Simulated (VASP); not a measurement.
# Sb (Im-3m) in VASP: further runs

Sb is run at these levels: PBEsol; tasks: single point, relaxation of cell and atoms.

Everything below comes from runs of VASP 6.6.1. Logs are shortened: lines on timing, memory, paths and dates and some standing lists are left out, and cuts for length are marked.

## 1. The cell of the first run

It takes space group Im-3m (No. 229, cubic). Conventional cell: a = 3.743 Å, b = 3.743 Å, c = 3.743 Å, α = 90.00°, β = 90.00°, γ = 90.00°. Sb (site symmetry m-3m) has 14 Sb at 3.24 to 3.74 Å within 4.3 Å.

This isn't the form of Sb at room conditions, which is rhombohedral.

## 2. Single point, PBEsol

INCAR reads:

```
PREC = Accurate ; ENCUT = 500
EDIFF = 1E-6 ; ISMEAR = 0
SIGMA = 0.05 ; LREAL = False
LASPH = True ; NELM = 120
ALGO = Normal ; ISIF = 2
LWAVE = False ; LCHARG = True
GGA = PS ; LELF = True
LVHAR = True ; NBANDS = 8
GGA_COMPAT = False
```

KPOINTS reads:

```
regular mesh
0
Gamma
  10 10 10
```

POSCAR reads:

```
Sb
1.0
   -1.8713021176      1.8713021176      1.8713021176
    1.8713021176     -1.8713021176      1.8713021176
    1.8713021176      1.8713021176     -1.8713021176
Sb
1
Direct
    0.0000000000      0.0000000000      0.0000000000
```

Potentials or basis: VASP PAW PBE potentials, release 64 (Sb).

On the command line:

```console
$ cat potpaw_PBE.64/Sb/POTCAR > POTCAR
$ mpirun -np 1 vasp_std > vasp.out
```

OUTCAR:

```text
PREC = Accurate
   ENCUT = 500
   EDIFF = 1E-6
   ISMEAR = 0
   LREAL = False
   LASPH = True
   NELM = 120
   ISIF = 2
   GGA = PS

 ion  position               nearest neighbor table
   1  0.000  0.000  0.000-

  LATTYP: Found a body centered cubic cell.
 ALAT       =     3.7426042352

  Lattice vectors:

 A1 = (  -1.8713021176,   1.8713021176,   1.8713021176)
 A2 = (   1.8713021176,  -1.8713021176,   1.8713021176)
 A3 = (   1.8713021176,   1.8713021176,  -1.8713021176)

Analysis of symmetry for initial positions (statically):
=====================================================================
 Subroutine PRICEL returns:
 Original cell was already a primitive cell.

 Routine SETGRP: Setting up the symmetry group for a
 body centered cubic supercell.

 Subroutine GETGRP returns: Found 48 space group operations
 (whereof 48 operations were pure point group operations)
 out of a pool of 48 trial point group operations.

The static configuration has the point symmetry O_h .

Analysis of symmetry for dynamics (positions and initial velocities):
=====================================================================
 Subroutine PRICEL returns:
 Original cell was already a primitive cell.

 Routine SETGRP: Setting up the symmetry group for a
 body centered cubic supercell.

 Subroutine GETGRP returns: Found 48 space group operations
 (whereof 48 operations were pure point group operations)
 out of a pool of 48 trial point group operations.

The dynamic configuration has the point symmetry O_h .

 Subroutine INISYM returns: Found 48 space group operations
 (whereof 48 operations are pure point group operations),
 and found     1 'primitive' translations

----------------------------------------------------------------------------------------

                                     Primitive cell

  volume of cell :      26.2115

  direct lattice vectors                    reciprocal lattice vectors
    -1.871302118  1.871302118  1.871302118     0.000000000  0.267193627  0.267193627
     1.871302118 -1.871302118  1.871302118     0.267193627  0.000000000  0.267193627
     1.871302118  1.871302118 -1.871302118     0.267193627  0.267193627  0.000000000

  length of vectors
     3.241190344  3.241190344  3.241190344     0.377868851  0.377868851  0.377868851

  position of ions in fractional coordinates (direct lattice)
[... 76 lines left out ...]
   NELM   =    120;   NELMIN=  2; NELMDL= -5     # of ELM steps
   EDIFF  = 0.1E-05   stopping-criterion for ELM
   LREAL  =      F    real-space projection
   EDIFFG = 0.1E-04   stopping-criterion for IOM
   NSW    =      0    number of steps for IOM
   IBRION =     -1    ionic relax: 0-MD 1-quasi-New 2-CG
   NFREE  =      0    steps in history (QN), initial steepest desc. (CG)
   ISIF   =      2    stress and relaxation
   ISYM   =      2    0-nonsym 1-usesym 2-fastsym
   POTIM  = 0.5000    time-step for ionic-motion
   TEBEG  =    0.0;   TEEND  =   0.0 temperature during run
   PSTRESS=    0.0 pullay stress
   NELECT =       5.0000    total number of electrons
   NUPDOWN=      -1.0000    fix difference up-down
   EMIN   =  10.00;   EMAX   =-10.00  energy-range for DOS
   EFERMI =   0.00;   METHOD = LEGACY
   ISMEAR =     0;   SIGMA  =   0.05  broadening in eV -4-tet -1-fermi 0-gaus
   EFERMI_NEDOS =   21; number of points for ismear=-14 and -15
   IALGO  =     38    algorithm
   IMIX   =      4    mixing-type and parameters
     AMIX     =   0.40;   BMIX     =  1.00
     AMIX_MAG =   1.60;   BMIX_MAG =  1.00
  volume/ion in A,a.u.               =      26.21       176.88
  Fermi-wavevector in a.u.,A,eV,Ry     =   0.942398  1.780874 12.083519  0.888114
  Thomas-Fermi vector in A             =   2.070003
   LORBIT       =      0    0 simple, 1 ext, 2 COOP (PROOUT), +10 PAW based schemes
   GGA     = PS    functional components
   LHFCALC =     F    Hartree Fock is set to
   AEXX    =    0.0000 exact exchange contribution
   IVDW    =     0    specifies the selected vdW correction
   LEPSILON=     F    determine dielectric tensor
   LRPA    =     F    only Hartree local field effects (RPA)
 non-spin polarized calculation
 Gauss-broadening in eV      SIGMA  =   0.05
  energy-cutoff  :      500.00
  volume of cell :       26.21
 maximum number of plane-waves:       682
   NGX = 11   NGY = 11   NGZ = 11

 number of electron       4.9999999 magnetization

 Free energy of the ion-electron system (eV)
  ---------------------------------------------------
  ext. energy  EPLUGINS =         0.00000000
  ---------------------------------------------------
  free energy    TOTEN  =        -4.37093606 eV

  energy without entropy =       -4.36871137  energy(sigma->0) =       -4.36982372

 E-fermi :   8.6398     XC(G=0): -10.4454

 val. band max:        8.6255608272   @ k =  -0.3000   0.4000   0.1000
 cond. band min:       8.6464731994   @ k =   0.3000   0.1000   0.1000
 fundamental gap:      0.0209123722
 Fermi energy:         8.6397772590

 k-point     1 :       0.0000    0.0000    0.0000
  band No.  band energies     occupation
      1      -4.4081      2.00000
      2      14.3597      0.00000
      3      14.3597      0.00000
      4      14.3597      0.00000
      5      19.3659      0.00000
      6      19.3659      0.00000
      7      19.3659      0.00000
      8      20.4816      0.00000
[... 243 lines left out ...]
 k-point    24 :      -0.3000    0.3000    0.1000
  band No.  band energies     occupation
      1      -2.2969      2.00000
      2       7.0141      2.00000
      3      10.6903      0.00000
      4      12.0603      0.00000
      5      16.3425      0.00000
      6      17.2852      0.00000
      7      18.4800      0.00000
      8      23.7402      0.00000

 [... further k-points ...]

------------------------ aborting loop because EDIFF is reached ----------------------------------------

  FORCE on cell =-STRESS in cart. coord.  units (eV):
  Direction    XX          YY          ZZ          XY          YZ          ZX
  --------------------------------------------------------------------------------------
  -------------------------------------------------------------------------------------
  Total        0.0017475      0.0017475      0.0017475      0.0000000     -0.0000000      0.0000000
  in kB        0.1068168      0.1068168      0.1068168      0.0000000     -0.0000000      0.0000000
  external PRESSURE =       0.1068168 kB  Pullay stress =       0.0000000 kB

 VOLUME and BASIS-vectors are now :
 -----------------------------------------------------------------------------
  energy-cutoff  :      500.00
  volume of cell :       26.21
      direct lattice vectors                 reciprocal lattice vectors
    -1.871302118  1.871302118  1.871302118     0.000000000  0.267193627  0.267193627
     1.871302118 -1.871302118  1.871302118     0.267193627  0.000000000  0.267193627
     1.871302118  1.871302118 -1.871302118     0.267193627  0.267193627  0.000000000

 POSITION                                       TOTAL-FORCE (eV/Angst)
 -----------------------------------------------------------------------------------
      0.00000      0.00000      0.00000        -0.000000      0.000000     -0.000000
 -----------------------------------------------------------------------------------
    total drift:                               -0.000000     -0.000000     -0.000000

  FREE ENERGIE OF THE ION-ELECTRON SYSTEM (eV)
  ---------------------------------------------------
  free  energy   TOTEN  =        -4.3709360614 eV

  energy  without entropy=       -4.3687113691  energy(sigma->0) =       -4.36982372
```

OSZICAR:

```text
N       E                     dE             d eps       ncg     rms          rms(c)
DAV:   1     0.412897975064E+01    0.41290E+01   -0.16113E+03   760   0.389E+02
DAV:   2    -0.428424326540E+01   -0.84132E+01   -0.78713E+01  1072   0.501E+01
DAV:   3    -0.437588148833E+01   -0.91638E-01   -0.91257E-01   904   0.573E+00
DAV:   4    -0.437614365551E+01   -0.26217E-03   -0.26216E-03  1168   0.367E-01
DAV:   5    -0.437614419232E+01   -0.53681E-06   -0.53636E-06   936   0.113E-02    0.176E+00
DAV:   6    -0.437280003679E+01    0.33442E-02   -0.16409E-03   896   0.194E-01    0.101E+00
DAV:   7    -0.437093587740E+01    0.18642E-02   -0.34276E-03   928   0.278E-01    0.462E-02
DAV:   8    -0.437093596313E+01   -0.85725E-07   -0.39494E-05  1000   0.496E-02    0.486E-03
DAV:   9    -0.437093606138E+01   -0.98256E-07   -0.29898E-07  1024   0.446E-03
   1 F= -.43709361E+01 E0= -.43698237E+01  d E =-.222469E-02
```

Run time: 14 s. Hardware: 1 thread of Intel Xeon 8259CL, shared host; peak memory 0.11 GiB.

Results:

- Free energy: -4.3709 eV
- Pressure: 0.0 GPa
- Band gap on the k mesh: zero (an odd number of electrons rules out a gap without spin polarisation)

Caveat: the PAW data sets were made with another functional, which shifts forces and pressure a little; spin-orbit coupling is left out, which moves the levels of the heavy elements.

## 3. Relaxation of cell and atoms, PBEsol

This run uses another cell than the first one, of 20.53 Å³/atom.

INCAR reads:

```
SYSTEM = Sb
PREC = Accurate
ENCUT = 500
EDIFF = 1E-7
ISMEAR = 0
SIGMA = 0.05
LREAL = .FALSE.
LASPH = .TRUE.
NELM = 120
ALGO = Normal
ISIF = 3
LWAVE = .FALSE.
LCHARG = .FALSE.
GGA = PS
IBRION = 2
NSW = 80
EDIFFG = -0.03
GGA_COMPAT = .FALSE.
NELMIN = 4
```

KPOINTS reads:

```
regular mesh
0
G
  10 10 10
  0 0 0
```

POSCAR reads:

```
Sb
1.0
   -1.7250000000      1.7250000000      1.7250000000
    1.7250000000     -1.7250000000      1.7250000000
    1.7250000000      1.7250000000     -1.7250000000
Sb
1
Direct
    0.0000000000      0.0000000000      0.0000000000
```

Potentials or basis: VASP PAW PBE potentials, release 64 (Sb).

On the command line:

```console
$ cat potpaw_PBE.64/Sb/POTCAR > POTCAR
$ mpirun -np 1 vasp_std > vasp.out
```

OUTCAR:

```text
SYSTEM = Sb
   PREC = Accurate
   ENCUT = 500
   EDIFF = 1E-7
   ISMEAR = 0
   LREAL = .FALSE.
   LASPH = .TRUE.
   NELM = 120
   ISIF = 3
   GGA = PS
   IBRION = 2
   NSW = 80
   EDIFFG = -0.03
   NELMIN = 4

 ion  position               nearest neighbor table
   1  0.000  0.000  0.000-

  LATTYP: Found a body centered cubic cell.
 ALAT       =     3.4500000000

  Lattice vectors:

 A1 = (  -1.7250000000,   1.7250000000,   1.7250000000)
 A2 = (   1.7250000000,  -1.7250000000,   1.7250000000)
 A3 = (   1.7250000000,   1.7250000000,  -1.7250000000)

Analysis of symmetry for initial positions (statically):
=====================================================================
 Subroutine PRICEL returns:
 Original cell was already a primitive cell.

 Routine SETGRP: Setting up the symmetry group for a
 body centered cubic supercell.

 Subroutine GETGRP returns: Found 48 space group operations
 (whereof 48 operations were pure point group operations)
 out of a pool of 48 trial point group operations.

The static configuration has the point symmetry O_h .

Analysis of symmetry for dynamics (positions and initial velocities):
=====================================================================
 Subroutine PRICEL returns:
 Original cell was already a primitive cell.

 Routine SETGRP: Setting up the symmetry group for a
 body centered cubic supercell.

[... 125 lines left out ...]
  Thomas-Fermi vector in A             =   2.155998
   LORBIT       =      0    0 simple, 1 ext, 2 COOP (PROOUT), +10 PAW based schemes
   GGA     = PS    functional components
   LHFCALC =     F    Hartree Fock is set to
   AEXX    =    0.0000 exact exchange contribution
   IVDW    =     0    specifies the selected vdW correction
   LEPSILON=     F    determine dielectric tensor
   LRPA    =     F    only Hartree local field effects (RPA)
 conjugate gradient relaxation of ions
 non-spin polarized calculation
 Gauss-broadening in eV      SIGMA  =   0.05
  energy-cutoff  :      500.00
  volume of cell :       20.53
 maximum number of plane-waves:       535
 NGX is ok and might be reduce to    24
   NGX = 11   NGY = 11   NGZ = 11

--------------------------------------- Ionic step        1  -------------------------------------------

 number of electron       5.0000000 magnetization

 Free energy of the ion-electron system (eV)
  ---------------------------------------------------
  ext. energy  EPLUGINS =         0.00000000
  ---------------------------------------------------
  free energy    TOTEN  =        -3.97065733 eV

  energy without entropy =       -3.96805589  energy(sigma->0) =       -3.96935661

 E-fermi :  12.3146     XC(G=0): -11.5440

 val. band max:       12.3084060211   @ k =  -0.2000   0.3000   0.1000
 cond. band min:      12.4527915443   @ k =  -0.4000   0.4000   0.2000
 fundamental gap:      0.1443855231
 Fermi energy:        12.3146276697
[... 545 lines left out ...]
--------------------------------------- Ionic step        4  -------------------------------------------

 number of electron       4.9999999 magnetization

 Free energy of the ion-electron system (eV)
  ---------------------------------------------------
  ext. energy  EPLUGINS =         0.00000000
  ---------------------------------------------------
  free energy    TOTEN  =        -4.37072644 eV

  energy without entropy =       -4.36849420  energy(sigma->0) =       -4.36961032

 E-fermi :   8.6254     XC(G=0): -10.4408

 val. band max:        8.6115440346   @ k =  -0.3000   0.4000   0.1000
 cond. band min:       8.6321482105   @ k =   0.3000   0.1000   0.1000
 fundamental gap:      0.0206041759
 Fermi energy:         8.6254257832
[... 244 lines left out ...]
  FREE ENERGIE OF THE ION-ELECTRON SYSTEM (eV)
  ---------------------------------------------------
  free  energy   TOTEN  =        -4.3707264434 eV

  energy  without entropy=       -4.3684941998  energy(sigma->0) =       -4.36961032

 reached required accuracy - stopping structural energy minimisation
```

Run time: 29 s. Hardware: 1 thread of Intel Xeon 8259CL, shared host; peak memory 0.11 GiB.

What came out:

| Quantity | Value |
| --- | --- |
| Free energy | -4.3707 eV |
| Relaxed volume | 26.24 Å³/atom |
| Relaxed cell | a = 3.242 Å, b = 3.242 Å, c = 3.242 Å, α = 109.47°, β = 109.47°, γ = 109.47° |
| Space group after relaxing (to 0.1 Å) | Im-3m (No. 229) |
| Energy gained by relaxing | 400.1 meV/atom |
| Ionic steps | 4 |
| Pressure after relaxing | -0.1 GPa |
| Band gap on the k mesh | zero (an odd number of electrons rules out a gap without spin polarisation) |

The path:
```csv
step,energy change (eV),largest force (eV/Å),pressure (GPa),volume (Å³)
1,0.0000,0.0000,28.14,20.53
2,-0.1430,0.0000,-9.43,33.22
3,-0.3999,0.0000,-0.38,26.37
4,-0.4001,0.0000,-0.06,26.24
```

Final structure:
```
Sb
1.0
    -1.87197    1.87197    1.87197
     1.87197   -1.87197    1.87197
     1.87197    1.87197   -1.87197
Sb
1
Cartesian
  0.0000 0.0000 0.0000
```

Caveat: the volume moved by over 15 % at a fixed basis, so the end points are rough; the PAW data sets were made with another functional, which shifts forces and pressure a little; spin-orbit coupling is left out, which moves the levels of the heavy elements. Zero-point motion and thermal expansion aren't in these numbers.
